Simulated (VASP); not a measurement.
# Mo in VASP: further runs

Mo is run at these levels: PBE; tasks: single point.

All numbers are computed with VASP 6.6.1; they aren't measurements. Logs are shortened: lines on timing, memory, paths and dates and some standing lists are left out, and cuts for length are marked.

**1. The cell of the first run**

It takes space group P6/mmm (No. 191, hexagonal). Conventional cell: a = 2.670 Å, b = 2.670 Å, c = 2.532 Å, α = 90.00°, β = 90.00°, γ = 120.00°. Within 3.3 Å of Mo (site symmetry 6/mmm) lie 8 Mo at 2.53 to 2.67 Å.

This isn't the form of Mo at room conditions, which is bcc.

**2. Single point, PBE (strained)**

Input file INCAR:

```
SYSTEM = Mo
PREC = Accurate
ENCUT = 520
EDIFF = 1E-6
ISMEAR = 0
SIGMA = 0.1
LREAL = .FALSE.
LASPH = .TRUE.
NELM = 80
ALGO = Normal
ISIF = 2
LWAVE = .FALSE.
LCHARG = .FALSE.
GGA = PE
NBANDS = 13
```

Input file KPOINTS:

```
Automatic mesh
0
G
  18 18 16
  0 0 0
```

Input file POSCAR:

```
Mo
1.0
    2.6695572415      0.0000000000      0.0000000000
   -1.3347786208      2.3119043880      0.0000000000
    0.0000000000      0.0000000000      2.5319030038
Mo
1
Direct
    0.0000000000      0.0000000000      0.5000000000
```

Potentials or basis: VASP PAW PBE potentials, release 64 (Mo_sv).

Command:

```sh
$ cat potpaw_PBE.64/Mo_sv/POTCAR > POTCAR
$ mpirun -np 1 vasp_std > vasp.out
```

OUTCAR:

```text
SYSTEM = Mo
   PREC = Accurate
   ENCUT = 520
   EDIFF = 1E-6
   ISMEAR = 0
   LREAL = .FALSE.
   LASPH = .TRUE.
   NELM = 80
   ISIF = 2
   GGA = PE

 ion  position               nearest neighbor table
   1  0.000  0.000  0.500-

  LATTYP: Found a hexagonal cell.
 ALAT       =     2.6695572415
 C/A-ratio  =     0.9484355549

  Lattice vectors:

 A1 = (   2.6695572415,   0.0000000000,   0.0000000000)
 A2 = (  -1.3347786208,   2.3119043880,   0.0000000000)
 A3 = (   0.0000000000,   0.0000000000,   2.5319030038)

Analysis of symmetry for initial positions (statically):
=====================================================================
 Subroutine PRICEL returns:
 Original cell was already a primitive cell.

 Routine SETGRP: Setting up the symmetry group for a
 hexagonal supercell.

 Subroutine GETGRP returns: Found 24 space group operations
 (whereof 24 operations were pure point group operations)
 out of a pool of 24 trial point group operations.

The static configuration has the point symmetry D_6h.

Analysis of symmetry for dynamics (positions and initial velocities):
=====================================================================
 Subroutine PRICEL returns:
 Original cell was already a primitive cell.

 Routine SETGRP: Setting up the symmetry group for a
 hexagonal supercell.

 Subroutine GETGRP returns: Found 24 space group operations
 (whereof 24 operations were pure point group operations)
 out of a pool of 24 trial point group operations.

The dynamic configuration has the point symmetry D_6h.

 Subroutine INISYM returns: Found 24 space group operations
 (whereof 24 operations are pure point group operations),
 and found     1 'primitive' translations

----------------------------------------------------------------------------------------

                                     Primitive cell

  volume of cell :      15.6263

  direct lattice vectors                    reciprocal lattice vectors
     2.669557242  0.000000000  0.000000000     0.374593953  0.216271920  0.000000000
    -1.334778621  2.311904388  0.000000000     0.000000000  0.432543839  0.000000000
     0.000000000  0.000000000  2.531903004     0.000000000  0.000000000  0.394959838

  length of vectors
     2.669557242  2.669557242  2.531903004     0.432543839  0.432543839  0.394959838

  position of ions in fractional coordinates (direct lattice)
     0.000000000  0.000000000  0.500000000

  ion indices of the primitive-cell ions
   primitive index   ion index
                 1           1

----------------------------------------------------------------------------------------

 KPOINTS: Automatic mesh

Automatic generation of k-mesh.
 Grid dimensions read from file:
 generate k-points for:   18   18   16

 Generating k-lattice:

  Cartesian coordinates                     Fractional coordinates (reciprocal lattice)
     0.020810775  0.012015107  0.000000000     0.055555556  0.000000000  0.000000000
     0.000000000  0.024030213  0.000000000     0.000000000  0.055555556  0.000000000
     0.000000000  0.000000000  0.024684990     0.000000000  0.000000000  0.062500000

  Length of vectors
     0.024030213  0.024030213  0.024684990

  Shift w.r.t. Gamma in fractional coordinates (k-lattice)
     0.000000000  0.000000000  0.000000000

 Subroutine IBZKPT returns following result:
 ===========================================

 Found    333 irreducible k-points:

 Following reciprocal coordinates:
            Coordinates               Weight
  0.000000  0.000000  0.000000      1.000000
  0.055556 -0.000000  0.000000      6.000000
  0.111111 -0.000000  0.000000      6.000000
  0.166667 -0.000000  0.000000      6.000000
  0.222222  0.000000  0.000000      6.000000
  0.277778 -0.000000  0.000000      6.000000
[... 16 lines left out ...]
  0.333333  0.111111  0.000000     12.000000
  0.388889  0.111111  0.000000     12.000000
 [... further k-points ...]
   k-points           NKPTS =    333   k-points in BZ     NKDIM =    333   number of bands    NBANDS=     13
   number of dos      NEDOS =    301   number of ions     NIONS =      1
   total plane-waves  NPLWV =   8000
   dimension x,y,z NGX =    20 NGY =   20 NGZ =   20
   dimension x,y,z NGXF=    40 NGYF=   40 NGZF=   40
   ions per type =               1
   NGX,Y,Z   is equivalent  to a cutoff of  12.45, 12.45, 13.13 a.u.
   NGXF,Y,Z  is equivalent  to a cutoff of  24.91, 24.91, 26.26 a.u.
 SYSTEM =  Mo
   PREC   = accura    normal or accurate (medium, high low for compatibility)
   ISTART =      0    job   : 0-new  1-cont  2-samecut
   ICHARG =      2    charge: 1-file 2-atom 10-const
   ISPIN  =      1    spin polarized calculation?
   LNONCOLLINEAR =      F non collinear calculations
   LSORBIT =      F    spin-orbit coupling
   LASPH  =      T    aspherical Exc in radial PAW
   ENCUT  =  520.0 eV  38.22 Ry    6.18 a.u.   4.96  4.96  4.71*2*pi/ulx,y,z
   NELM   =     80;   NELMIN=  2; NELMDL= -5     # of ELM steps
   EDIFF  = 0.1E-05   stopping-criterion for ELM
   LREAL  =      F    real-space projection
   EDIFFG = 0.1E-04   stopping-criterion for IOM
   NSW    =      0    number of steps for IOM
   IBRION =     -1    ionic relax: 0-MD 1-quasi-New 2-CG
   NFREE  =      0    steps in history (QN), initial steepest desc. (CG)
   ISIF   =      2    stress and relaxation
   ISYM   =      2    0-nonsym 1-usesym 2-fastsym
   POTIM  = 0.5000    time-step for ionic-motion
   TEBEG  =    0.0;   TEEND  =   0.0 temperature during run
   PSTRESS=    0.0 pullay stress
   NELECT =      14.0000    total number of electrons
   NUPDOWN=      -1.0000    fix difference up-down
   EMIN   =  10.00;   EMAX   =-10.00  energy-range for DOS
   EFERMI =   0.00;   METHOD = LEGACY
   ISMEAR =     0;   SIGMA  =   0.10  broadening in eV -4-tet -1-fermi 0-gaus
   EFERMI_NEDOS =   21; number of points for ismear=-14 and -15
   IALGO  =     38    algorithm
   IMIX   =      4    mixing-type and parameters
     AMIX     =   0.40;   BMIX     =  1.00
     AMIX_MAG =   1.60;   BMIX_MAG =  1.00
  volume/ion in A,a.u.               =      15.63       105.45
  Fermi-wavevector in a.u.,A,eV,Ry     =   1.578212  2.982389 33.888771  2.490754
  Thomas-Fermi vector in A             =   2.678777
   LORBIT       =      0    0 simple, 1 ext, 2 COOP (PROOUT), +10 PAW based schemes
   GGA     = PE    functional components
   LHFCALC =     F    Hartree Fock is set to
   AEXX    =    0.0000 exact exchange contribution
   IVDW    =     0    specifies the selected vdW correction
   LEPSILON=     F    determine dielectric tensor
   LRPA    =     F    only Hartree local field effects (RPA)
 non-spin polarized calculation
 Gauss-broadening in eV      SIGMA  =   0.10
  energy-cutoff  :      520.00
  volume of cell :       15.63
 maximum number of plane-waves:       438
 NGX is ok and might be reduce to    20
   NGX =  9   NGY =  9   NGZ =  9

 number of electron      13.9999999 magnetization

 Free energy of the ion-electron system (eV)
  ---------------------------------------------------
  ext. energy  EPLUGINS =         0.00000000
  ---------------------------------------------------
  free energy    TOTEN  =        -9.97657667 eV

  energy without entropy =       -9.97251792  energy(sigma->0) =       -9.97454729

 E-fermi :  12.5041     XC(G=0): -13.2961

 val. band max:       12.4930837327   @ k =   0.3333   0.3333   0.2500
 cond. band min:      12.5101296646   @ k =   0.3333   0.1111   0.3125
 fundamental gap:      0.0170459319
 Fermi energy:        12.5040689219

 k-point     1 :       0.0000    0.0000    0.0000
  band No.  band energies     occupation
      1     -48.5872      2.00000
      2     -21.7428      2.00000
      3     -21.6864      2.00000
      4     -21.6864      2.00000
      5       5.5159      2.00000
      6       7.8361      2.00000
      7      11.4951      2.00000
      8      11.4951      2.00000
      9      16.8751      0.00000
     10      16.8751      0.00000
     11      25.6331      0.00000
     12      28.3752      0.00000
     13      33.9362      0.00000

 k-point     2 :       0.0556   -0.0000    0.0000
  band No.  band energies     occupation
      1     -48.5785      2.00000
      2     -21.7421      2.00000
      3     -21.7369      2.00000
      4     -21.6987      2.00000
      5       5.6466      2.00000
      6       7.8972      2.00000
      7      11.3590      2.00000
      8      11.6176      2.00000
      9      16.7162      0.00000
     10      16.8500      0.00000
     11      25.9449      0.00000
     12      28.6500      0.00000
     13      33.1372      0.00000

 k-point     3 :       0.1111   -0.0000    0.0000
  band No.  band energies     occupation
      1     -48.5532      2.00000
      2     -21.9008      2.00000
      3     -21.7340      2.00000
      4     -21.7197      2.00000
      5       6.0144      2.00000
      6       8.0752      2.00000
      7      11.0145      2.00000
      8      11.9800      2.00000
      9      16.2902      0.00000
     10      16.7785      0.00000
     11      26.7944      0.00000
     12      29.4137      0.00000
     13      31.6167      0.00000
[... 305 lines left out ...]
 k-point    23 :       0.3333    0.1111    0.0000
  band No.  band energies     occupation
      1     -48.3142      2.00000
      2     -23.1705      2.00000
      3     -22.1592      2.00000
      4     -21.5591      2.00000
      5       7.9225      2.00000
      6       9.0431      2.00000
      7      12.0096      2.00000
      8      13.6762      0.00000
      9      15.8890      0.00000
     10      17.0744      0.00000
     11      24.1245      0.00000
     12      26.3995      0.00000
     13      30.7462      0.00000

 k-point    24 :       0.3889    0.1111    0.0000
  band No.  band energies     occupation
      1     -48.2892      2.00000
      2     -23.2915      2.00000
      3     -22.2025      2.00000
      4     -21.5425      2.00000
      5       7.7606      2.00000
      6       9.2458      2.00000
      7      12.7232      0.00194
      8      13.4710      0.00000
      9      15.8014      0.00000
     10      17.8407      0.00000
     11      23.4158      0.00000
     12      25.6799      0.00000
     13      30.1473      0.00000

 [... further k-points ...]

------------------------ aborting loop because EDIFF is reached ----------------------------------------

  FORCE on cell =-STRESS in cart. coord.  units (eV):
  Direction    XX          YY          ZZ          XY          YZ          ZX
  --------------------------------------------------------------------------------------
  -------------------------------------------------------------------------------------
  Total        2.2731138      2.2731138      0.8730532     -0.0000000      0.0000000      0.0000000
  in kB      233.0642165    233.0642165     89.5148554     -0.0000000      0.0000000      0.0000000
  external PRESSURE =     185.2144295 kB  Pullay stress =       0.0000000 kB

 VOLUME and BASIS-vectors are now :
 -----------------------------------------------------------------------------
  energy-cutoff  :      520.00
  volume of cell :       15.63
      direct lattice vectors                 reciprocal lattice vectors
     2.669557242  0.000000000  0.000000000     0.374593953  0.216271920  0.000000000
    -1.334778621  2.311904388  0.000000000     0.000000000  0.432543839  0.000000000
     0.000000000  0.000000000  2.531903004     0.000000000  0.000000000  0.394959838

 POSITION                                       TOTAL-FORCE (eV/Angst)
 -----------------------------------------------------------------------------------
      0.00000      0.00000      1.26595        -0.000000      0.000000      0.000000
 -----------------------------------------------------------------------------------
    total drift:                                0.000000      0.000000     -0.000000

  FREE ENERGIE OF THE ION-ELECTRON SYSTEM (eV)
  ---------------------------------------------------
  free  energy   TOTEN  =        -9.9765766659 eV

  energy  without entropy=       -9.9725179150  energy(sigma->0) =       -9.97454729
```

It took 46 s on 1 thread of Intel Xeon 8259CL, shared host; peak memory 0.17 GiB.

What came out:

| Item | Value |
| --- | --- |
| Free energy | -9.9766 eV |
| Pressure | 18.5 GPa |
| Band gap on the k mesh | zero (bands 7 and 8 overlap by 1.86 eV) |

Caveat: the cell differs from its parent crystal (strained); the cell stands under pressure.

**3. Single point, PBE (strained)**

Input file INCAR:

```
SYSTEM = Mo
ALGO = Normal
EDIFF = 1E-7
ENCUT = 520
GGA = PE
ISIF = 2
ISMEAR = 0
LASPH = .True.
LCHARG = .False.
LREAL = .False.
LWAVE = .False.
NBANDS = 13
NELM = 80
PREC = Accurate
SIGMA = 0.1
```

Input file KPOINTS:

```
k-points
0
Gamma
  18 18 16
  0 0 0
```

Input file POSCAR:

```
Mo
1.0
    2.8737357376      0.0000000000      0.0000000000
   -1.4368678688      2.4887281525      0.0000000000
    0.0000000000      0.0000000000      2.5309831388
Mo
1
Direct
    0.0000000000      0.0000000000      0.5000000000
```

Potentials or basis: VASP PAW PBE potentials, release 64 (Mo_sv).

Command:

```sh
$ cat potpaw_PBE.64/Mo_sv/POTCAR > POTCAR
$ mpirun -np 1 vasp_std > vasp.out
```

Run time: 54 s. Hardware: 1 thread of Intel Xeon 8259CL, shared host; peak memory 0.19 GiB.

Results (log left out):

```yaml
Free_energy: -9.9949 eV
Pressure: -12.8 GPa
Band_gap_on_the_k_mesh: zero (bands 7 and 8 overlap by 1.46 eV)
```

Stress tensor (GPa, compression positive):
```
-14.70   0.00   0.00
  0.00 -14.70   0.00
  0.00   0.00  -8.91
```

Levels at points of the mesh, in eV from the Fermi level:
```tsv
k point	band 5	band 6	band 7	band 8	band 9	band 10
(0.00, 0.00, 0.00)	-6.36	-3.94	-0.77	-0.77	3.91	3.91
(0.50, 0.00, 0.00)	-4.27	-3.19	0.69	1.70	3.44	3.58
(0.00, 0.00, 0.50)	-3.03	0.17	0.17	0.23	0.23	0.51
(0.50, 0.00, 0.50)	-4.71	-2.53	-0.78	4.01	5.65	6.45
```

Caveat: the cell differs from its parent crystal (strained); the cell stands under tension.

**4. Single point, PBE (the cell strained at random)**

Input file INCAR:

```
SYSTEM = Mo
  PREC = Accurate
  ENCUT = 520
  EDIFF = 1E-6
  ISMEAR = 0
  SIGMA = 0.1
  LREAL = .FALSE.
  LASPH = .TRUE.
  NELM = 100
  ALGO = Fast
  ISIF = 2
  LWAVE = .FALSE.
  LCHARG = .FALSE.
  GGA = PE
  NBANDS = 13
```

Input file KPOINTS:

```
Automatic mesh
0
G
  16 16 14
  0 0 0
```

Input file POSCAR:

```
Mo
1.0
    2.7473278021      0.0092733802      0.0082065312
   -1.3656329182      2.3968167105      0.0432771643
    0.0076655421      0.0511036140      2.5945560346
Mo
1
Direct
    0.0000000000      0.0000000000      0.5000000000
```

Potentials or basis: VASP PAW PBE potentials, release 64 (Mo_sv).

Command:

```sh
$ cat potpaw_PBE.64/Mo_sv/POTCAR > POTCAR
$ mpirun -np 1 vasp_std > vasp.out
```

OUTCAR:

```text
SYSTEM = Mo
   PREC = Accurate
   ENCUT = 520
   EDIFF = 1E-6
   ISMEAR = 0
   LREAL = .FALSE.
   LASPH = .TRUE.
   NELM = 100
   ISIF = 2
   GGA = PE

 ion  position               nearest neighbor table
   1  0.000  0.000  0.500-

  LATTYP: Found a triclinic cell.
 ALAT       =     4.7839703136
 B/A-ratio  =     0.5742836033
 C/A-ratio  =     0.5424512315
 COS(alpha) =     0.0060067989
 COS(beta)  =     0.0249666623
 COS(gamma) =     0.8648280717

  Lattice vectors:

[... 566 lines left out ...]
     13      29.3727      0.00000

 [... further k-points ...]

------------------------ aborting loop because EDIFF is reached ----------------------------------------

  FORCE on cell =-STRESS in cart. coord.  units (eV):
  Direction    XX          YY          ZZ          XY          YZ          ZX
  --------------------------------------------------------------------------------------
  -------------------------------------------------------------------------------------
  Total        0.0071324      0.0483768     -1.0587114      0.0150712      0.3737099      0.0568587
  in kB        0.6678486      4.5297838    -99.1329078      1.4112030     34.9924918      5.3239855
  external PRESSURE =     -31.3117585 kB  Pullay stress =       0.0000000 kB

 VOLUME and BASIS-vectors are now :
 -----------------------------------------------------------------------------
  energy-cutoff  :      520.00
  volume of cell :       17.11
      direct lattice vectors                 reciprocal lattice vectors
     2.747327802  0.009273380  0.008206531     0.363306418  0.207093927 -0.005152399
    -1.365632918  2.396816711  0.043277164    -0.001381637  0.416580920 -0.008201095
     0.007665542  0.051103614  2.594556035    -0.001126086 -0.007603599  0.385575486

 POSITION                                       TOTAL-FORCE (eV/Angst)
 -----------------------------------------------------------------------------------
      0.00383      0.02555      1.29728         0.000000     -0.000000      0.000000
 -----------------------------------------------------------------------------------
    total drift:                                0.000000      0.000000     -0.000000

  FREE ENERGIE OF THE ION-ELECTRON SYSTEM (eV)
  ---------------------------------------------------
  free  energy   TOTEN  =       -10.0603327660 eV

  energy  without entropy=      -10.0550478268  energy(sigma->0) =      -10.05769030
```

It took 5.1 min on 1 thread of Intel Xeon 8259CL, shared host; peak memory 0.45 GiB.

What came out:

```yaml
Free_energy: -10.0603 eV
Pressure: -3.1 GPa
Band_gap_on_the_k_mesh: zero (bands 7 and 8 overlap by 1.72 eV)
```

Caveat: the cell differs from its parent crystal (the cell strained at random); the cell stands under tension.

**5. The runs side by side**

| cell | k mesh | gap on the mesh (eV) | pressure (GPa) |
| --- | --- | --- | --- |
| a = 2.670, b = 2.670, c = 2.532 Å, angles 90.0, 90.0, 120.0°, 1 atom | 18 × 18 × 16 | none | 18.5 |
| a = 2.874, b = 2.874, c = 2.531 Å, angles 90.0, 90.0, 120.0°, 1 atom | 18 × 18 × 16 | none | -12.8 |
| a = 2.747, b = 2.759, c = 2.595 Å, angles 88.2, 89.7, 119.5°, 1 atom | 16 × 16 × 14 | none | -3.1 |

Alike in all rows: task single point; level PBE; potentials or basis VASP PAW PBE potentials, release 64 (Mo_sv); no spin polarisation; cutoff (eV) 520; smearing gaussian 0.1 eV.

Caveats: the cell stands under tension (at least some runs); the cell stands under pressure (at least some runs).

Absolute energies hang on the potentials; compare differences alone.
